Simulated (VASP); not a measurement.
# ZnS (F-43m) in VASP: further runs

The runs below take ZnS through single point, relaxation of cell and atoms, with PBE-based screened hybrid with 25 % exact exchange, r2SCAN+D3(BJ), PBE, r2SCAN.

All numbers are computed with VASP 6.6.1; they aren't measurements. Logs are shortened: lines on timing, memory, paths and dates and some standing lists are left out, and cuts for length are marked.

**What was measured.**

“Electronic, vibrational, and thermodynamic properties of ZnS (zincblende and rocksalt structure)”, 2009, arxiv:0911.5022 quotes, for a bulk crystal of ZnS at 19 K: band gap 3.85 eV (direct).

The results are compared with them further down.

### 1 The cell of the first run

The structure is cubic, space group F-43m (No. 216). The conventional cell has a = 5.404 Å, b = 5.404 Å, c = 5.404 Å, α = 90.00°, β = 90.00°, γ = 90.00°. Zn (site symmetry -43m) has 4 S at 2.34 Å within 3.1 Å. S (site symmetry -43m) has 4 Zn at 2.34 Å within 3.1 Å.

### 2 Single point, PBE-based screened hybrid with 25 % exact exchange

File POSCAR:

```
ZnS
1.0
    0.0000000000      2.7020000000      2.7020000000
    2.7020000000      0.0000000000      2.7020000000
    2.7020000000      2.7020000000      0.0000000000
Zn S
1 1
Direct
    0.7500000000      0.7500000000      0.7500000000
    0.0000000000      0.0000000000      0.0000000000
```

File INCAR.step1:

```
SYSTEM = ZnS
ALGO     = Normal         ! electronic algorithm
EDIFF    = 1E-5           ! SCF threshold, eV
ENCUT    = 520            ! plane-wave cutoff, eV
GGA      = PE             ! functional
ISIF     = 2              ! what is computed and relaxed
ISMEAR   = -1             ! smearing method
LASPH    = .True.         ! aspherical terms in the spheres
LREAL    = .False.        ! projectors in reciprocal space
LWAVE    = .True.         ! write WAVECAR
NBANDS   = 16             ! bands
NELM     = 60             ! most SCF steps
PREC     = Accurate       ! precision mode
SIGMA    = 0.05           ! smearing width, eV
```

File INCAR.step2:

```
SYSTEM = ZnS
AEXX     = 0.25           ! exact-exchange fraction
ALGO     = Normal         ! electronic algorithm
EDIFF    = 1E-6           ! SCF threshold, eV
ENCUT    = 520            ! plane-wave cutoff, eV
GGA      = PE             ! functional
HFSCREEN = 0.15           ! screening, 1/A
ISIF     = 2              ! what is computed and relaxed
ISMEAR   = -1             ! smearing method
ISTART   = 1            
LASPH    = .True.         ! aspherical terms in the spheres
LCHARG   = .True.         ! write CHGCAR
LELF     = .True.         ! ELF
LHFCALC  = .True.         ! exact exchange
LREAL    = .False.        ! projectors in reciprocal space
LVHAR    = .True.       
LWAVE    = .False.        ! write WAVECAR
NBANDS   = 16             ! bands
NELM     = 60             ! most SCF steps
PREC     = Accurate       ! precision mode
PRECFOCK = Normal       
SIGMA    = 0.05           ! smearing width, eV
```

File KPOINTS:

```
k-points
0
Gamma
  5 5 5
  0 0 0
```

Potentials or basis: VASP PAW PBE potentials, release 64 (Zn, S).

Started as:

```console
$ cat potpaw_PBE.64/Zn/POTCAR potpaw_PBE.64/S/POTCAR > POTCAR
$ cp INCAR.step1 INCAR
$ mpirun -np 1 vasp_std > vasp.out
$ cp INCAR.step2 INCAR
$ mpirun -np 1 vasp_std > vasp.out
```

OUTCAR:

```text
SYSTEM = ZnS
   AEXX = 0.25
   EDIFF = 1E-6
   ENCUT = 520
   GGA = PE
   HFSCREEN = 0.15
   ISIF = 2
   ISMEAR = -1
   ISTART = 1
   LASPH = .True.
   LHFCALC = .True.
   LREAL = .False.
   NELM = 60
   PREC = Accurate
   PRECFOCK = Normal

 ion  position               nearest neighbor table
   1  0.750  0.750  0.750-   2 2.34   2 2.34   2 2.34   2 2.34
   2  0.000  0.000  0.000-   1 2.34   1 2.34   1 2.34   1 2.34

  LATTYP: Found a face centered cubic cell.
 ALAT       =     5.4040000000

  Lattice vectors:

 A1 = (   0.0000000000,   2.7020000000,   2.7020000000)
 A2 = (   2.7020000000,   0.0000000000,   2.7020000000)
 A3 = (   2.7020000000,   2.7020000000,   0.0000000000)

Analysis of symmetry for initial positions (statically):
=====================================================================
 Subroutine PRICEL returns:
 Original cell was already a primitive cell.

 Routine SETGRP: Setting up the symmetry group for a
 face centered cubic supercell.

 Subroutine GETGRP returns: Found 24 space group operations
 (whereof 24 operations were pure point group operations)
 out of a pool of 48 trial point group operations.

The static configuration has the point symmetry T_d .

Analysis of symmetry for dynamics (positions and initial velocities):
=====================================================================
 Subroutine PRICEL returns:
 Original cell was already a primitive cell.

 Routine SETGRP: Setting up the symmetry group for a
 face centered cubic supercell.

 Subroutine GETGRP returns: Found 24 space group operations
 (whereof 24 operations were pure point group operations)
 out of a pool of 48 trial point group operations.

The dynamic configuration has the point symmetry T_d .

 Subroutine INISYM returns: Found 24 space group operations
 (whereof 24 operations are pure point group operations),
 and found     1 'primitive' translations

----------------------------------------------------------------------------------------

                                     Primitive cell

  volume of cell :      39.4535

  direct lattice vectors                    reciprocal lattice vectors
     0.000000000  2.702000000  2.702000000    -0.185048113  0.185048113  0.185048113
     2.702000000  0.000000000  2.702000000     0.185048113 -0.185048113  0.185048113
     2.702000000  2.702000000  0.000000000     0.185048113  0.185048113 -0.185048113

  length of vectors
     3.821205046  3.821205046  3.821205046     0.320512733  0.320512733  0.320512733

  position of ions in fractional coordinates (direct lattice)
     0.750000000  0.750000000  0.750000000
     0.000000000  0.000000000  0.000000000

  ion indices of the primitive-cell ions
   primitive index   ion index
                 1           1
                 2           2

----------------------------------------------------------------------------------------

 KPOINTS: k-points

Automatic generation of k-mesh.
 Grid dimensions read from file:
 generate k-points for:    5    5    5

 Generating k-lattice:

  Cartesian coordinates                     Fractional coordinates (reciprocal lattice)
    -0.037009623  0.037009623  0.037009623     0.200000000  0.000000000  0.000000000
     0.037009623 -0.037009623  0.037009623     0.000000000  0.200000000  0.000000000
     0.037009623  0.037009623 -0.037009623     0.000000000  0.000000000  0.200000000

  Length of vectors
     0.064102547  0.064102547  0.064102547

  Shift w.r.t. Gamma in fractional coordinates (k-lattice)
     0.000000000  0.000000000  0.000000000

 Subroutine IBZKPT returns following result:
 ===========================================

 Found     10 irreducible k-points:

 Following reciprocal coordinates:
            Coordinates               Weight
  0.000000  0.000000  0.000000      1.000000
  0.200000  0.000000  0.000000      8.000000
  0.400000  0.000000  0.000000      8.000000
  0.200000  0.200000  0.000000      6.000000
  0.400000  0.200000  0.000000     24.000000
 -0.400000  0.200000  0.000000     24.000000
 -0.200000  0.200000  0.000000     12.000000
  0.400000  0.400000  0.000000      6.000000
 -0.400000  0.400000  0.000000     12.000000
 -0.400000  0.400000  0.200000     24.000000
   k-points           NKPTS =     10   k-points in BZ     NKDIM =    125   number of bands    NBANDS=     16
   number of dos      NEDOS =    301   number of ions     NIONS =      2
   total plane-waves  NPLWV =  21952
   dimension x,y,z NGX =    28 NGY =   28 NGZ =   28
   dimension x,y,z NGXF=    56 NGYF=   56 NGZF=   56
   ions per type =               1   1
   NGX,Y,Z   is equivalent  to a cutoff of  12.18, 12.18, 12.18 a.u.
   NGXF,Y,Z  is equivalent  to a cutoff of  24.36, 24.36, 24.36 a.u.
 SYSTEM =  ZnS
   PREC   = accura    normal or accurate (medium, high low for compatibility)
   ISTART =      1    job   : 0-new  1-cont  2-samecut
   ICHARG =      0    charge: 1-file 2-atom 10-const
   ISPIN  =      1    spin polarized calculation?
   LNONCOLLINEAR =      F non collinear calculations
   LSORBIT =      F    spin-orbit coupling
   LASPH  =      T    aspherical Exc in radial PAW
   ENCUT  =  520.0 eV  38.22 Ry    6.18 a.u.   7.10  7.10  7.10*2*pi/ulx,y,z
   NELM   =     60;   NELMIN=  2; NELMDL=  0     # of ELM steps
   EDIFF  = 0.1E-05   stopping-criterion for ELM
   LREAL  =      F    real-space projection
   EDIFFG = 0.1E-04   stopping-criterion for IOM
   NSW    =      0    number of steps for IOM
   IBRION =     -1    ionic relax: 0-MD 1-quasi-New 2-CG
   NFREE  =      0    steps in history (QN), initial steepest desc. (CG)
   ISIF   =      2    stress and relaxation
   ISYM   =      3    0-nonsym 1-usesym 2-fastsym
   POTIM  = 0.5000    time-step for ionic-motion
   TEBEG  =    0.0;   TEEND  =   0.0 temperature during run
   PSTRESS=    0.0 pullay stress
   NELECT =      18.0000    total number of electrons
   NUPDOWN=      -1.0000    fix difference up-down
   EMIN   =  10.00;   EMAX   =-10.00  energy-range for DOS
   EFERMI =   0.00;   METHOD = LEGACY
   ISMEAR =    -1;   SIGMA  =   0.05  broadening in eV -4-tet -1-fermi 0-gaus
   EFERMI_NEDOS =   21; number of points for ismear=-14 and -15
   IALGO  =     38    algorithm
   IMIX   =      1    mixing-type and parameters
     AMIX     =   0.40;   BMIX     =  1.00
     AMIX_MAG =   1.60;   BMIX_MAG =  1.00
  volume/ion in A,a.u.               =      19.73       133.12
  Fermi-wavevector in a.u.,A,eV,Ry     =   1.260290  2.381602 21.610537  1.588330
  Thomas-Fermi vector in A             =   2.393807
   LORBIT       =      0    0 simple, 1 ext, 2 COOP (PROOUT), +10 PAW based schemes
   GGA     = PE    functional components
   LHFCALC =     T    Hartree Fock is set to
   PRECFOCK=normal    Normal, Fast or Accurate (Low or Medium for compatibility)
   ENCUT4O =  -1.0   cutoff for four orbital integrals eV
   NKREDX  =     1    reduce k-point grid by
   NKREDY  =     1    reduce k-point grid by
   NKREDZ  =     1    reduce k-point grid by
   AEXX    =    0.2500 exact exchange contribution
   HFSCREEN=    0.1500 screening length (either q_TF or 0.3 A-1)
   HFSCREENC=   0.1500 screening length for correlation (either q_TF or 0.3 A-1)
   ENCUTFOCK=  -1.0 apply spherical cutoff to Coloumb kernel
   IVDW    =     0    specifies the selected vdW correction
   LEPSILON=     F    determine dielectric tensor
   LRPA    =     F    only Hartree local field effects (RPA)
 non-spin polarized calculation
  energy-cutoff  :      520.00
  volume of cell :       39.45
 maximum number of plane-waves:      1073
  NGX = 24; NGY = 24; NGZ = 24

 number of electron      18.0000000 magnetization

 Free energy of the ion-electron system (eV)
  ---------------------------------------------------
  ext. energy  EPLUGINS =         0.00000000
  ---------------------------------------------------
  free energy    TOTEN  =        -8.51784095 eV

  energy without entropy =       -8.51784095  energy(sigma->0) =       -8.51784095

 E-fermi :   2.3964     XC(G=0):  -7.8727

 val. band max:        1.2961841685   @ k =   0.0000   0.0000   0.0000
 cond. band min:       4.7848596055   @ k =   0.0000   0.0000   0.0000
 fundamental gap:      3.4886754371
 Fermi energy:         2.3964346358

 k-point     1 :       0.0000    0.0000    0.0000
  band No.  band energies     occupation
      1     -13.0577      2.00000
      2      -6.5825      2.00000
      3      -6.5825      2.00000
      4      -6.5825      2.00000
      5      -6.1376      2.00000
      6      -6.1376      2.00000
[... 8 lines left out ...]
     15      14.6743      0.00000
     16      14.8612      0.00000

 k-point     2 :       0.2000    0.0000    0.0000
  band No.  band energies     occupation
      1     -12.7515      2.00000
      2      -6.5377      2.00000
      3      -6.5377      2.00000
      4      -6.5199      2.00000
      5      -6.1390      2.00000
      6      -6.1390      2.00000
[... 8 lines left out ...]
     15      13.7231      0.00000
     16      15.3393      0.00000

 k-point     3 :       0.4000    0.0000    0.0000
  band No.  band energies     occupation
      1     -12.1781      2.00000
      2      -6.4817      2.00000
      3      -6.4817      2.00000
      4      -6.1196      2.00000
      5      -6.1196      2.00000
      6      -6.1190      2.00000
[... 8 lines left out ...]
     15      15.3930      0.00000
     16      15.3930      0.00000

 k-point     4 :       0.2000    0.2000    0.0000
  band No.  band energies     occupation
      1     -12.6493      2.00000
      2      -6.5641      2.00000
      3      -6.4911      2.00000
      4      -6.4911      2.00000
      5      -6.1667      2.00000
      6      -6.1145      2.00000
[... 8 lines left out ...]
     15      15.2197      0.00000
     16      17.8390      0.00000
[... 58 lines left out ...]
 k-point     8 :       0.4000    0.4000    0.0000
  band No.  band energies     occupation
      1     -11.8858      2.00000
      2      -6.4794      2.00000
      3      -6.3107      2.00000
      4      -6.3107      2.00000
      5      -6.0770      2.00000
      6      -6.0065      2.00000
[... 8 lines left out ...]
     15      16.4845      0.00000
     16      19.0267      0.00000

 k-point     9 :      -0.4000    0.4000    0.0000
  band No.  band energies     occupation
      1     -11.7489      2.00000
      2      -6.4463      2.00000
      3      -6.3078      2.00000
      4      -6.2533      2.00000
      5      -6.0960      2.00000
      6      -5.7630      2.00000
[... 8 lines left out ...]
     15      15.9571      0.00000
     16      18.5482      0.00000

 k-point    10 :      -0.4000    0.4000    0.2000
  band No.  band energies     occupation
      1     -11.8268      2.00000
      2      -6.4217      2.00000
      3      -6.3749      2.00000
      4      -6.2176      2.00000
      5      -6.1220      2.00000
      6      -5.8213      2.00000
[... 8 lines left out ...]
     15      16.3816      0.00000
     16      18.7459      0.00000

------------------------ aborting loop because EDIFF is reached ----------------------------------------

  FORCE on cell =-STRESS in cart. coord.  units (eV):
  Direction    XX          YY          ZZ          XY          YZ          ZX
  --------------------------------------------------------------------------------------
  -------------------------------------------------------------------------------------
  Total        0.2129521      0.2129521      0.2129521     -0.0000000      0.0000000     -0.0000000
  in kB        8.6478160      8.6478160      8.6478160     -0.0000000      0.0000000     -0.0000000
  external PRESSURE =       8.6478160 kB  Pullay stress =       0.0000000 kB

 VOLUME and BASIS-vectors are now :
 -----------------------------------------------------------------------------
  energy-cutoff  :      520.00
  volume of cell :       39.45
      direct lattice vectors                 reciprocal lattice vectors
     0.000000000  2.702000000  2.702000000    -0.185048113  0.185048113  0.185048113
     2.702000000  0.000000000  2.702000000     0.185048113 -0.185048113  0.185048113
     2.702000000  2.702000000  0.000000000     0.185048113  0.185048113 -0.185048113

 POSITION                                       TOTAL-FORCE (eV/Angst)
 -----------------------------------------------------------------------------------
      4.05300      4.05300      4.05300        -0.000000     -0.000000     -0.000000
      0.00000      0.00000      0.00000         0.000000      0.000000      0.000000
 -----------------------------------------------------------------------------------
    total drift:                                0.000167      0.000105      0.000087

  FREE ENERGIE OF THE ION-ELECTRON SYSTEM (eV)
  ---------------------------------------------------
  free  energy   TOTEN  =        -8.5178409471 eV

  energy  without entropy=       -8.5178409470  energy(sigma->0) =       -8.51784095
```

Wall time 14 min (1 thread of Intel Xeon Platinum 8259CL at 2.50GHz (Skylake/Cascade Lake), shared host); peak memory 0.26 GiB.

Results:

* Free energy: -8.5178 eV
* Pressure: 0.9 GPa
* Band gap on the k mesh: 3.49 eV

Caveat: the PAW data sets were made with another functional, which shifts forces and pressure a little.

[end of part 1 of 3]
